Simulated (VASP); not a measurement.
A run of VASP 6.6.1 is set up as follows.

INCAR

```
SYSTEM = Cd
PREC = Accurate ; ENCUT = 500
EDIFF = 1E-6 ; ISMEAR = 1
SIGMA = 0.1 ; LREAL = .FALSE.
LASPH = .TRUE. ; NELM = 120
ALGO = Normal ; ISIF = 2
LWAVE = .FALSE. ; LCHARG = .TRUE.
GGA = PS ; LELF = .TRUE.
LVHAR = .TRUE. ; NBANDS = 12
GGA_COMPAT = .FALSE.
```

File KPOINTS:

```
regular mesh
0
G
  16 16 16
  0 0 0
```

POSCAR

```
Cd
1.0
    0.0000000000      2.0994595677      2.0994595677
    2.0994595677      0.0000000000      2.0994595677
    2.0994595677      2.0994595677      0.0000000000
Cd
1
Direct
    0.0000000000      0.0000000000      0.0000000000
```

Potentials or basis: VASP PAW PBE potentials, release 64 (Cd).

Command:

```bash
$ cat potpaw_PBE.64/Cd/POTCAR > POTCAR
$ mpirun -np 1 vasp_std > vasp.out
```

**Question.** Estimate the band gap on the k mesh.

**Answer.** Zero (bands 6 and 7 overlap by 3.20 eV).

**Question.** Predict the pressure.

**Answer.** 10.6 GPa.

Caveat: the cell stands under pressure; the PAW data sets were made with another functional, which shifts forces and pressure a little.
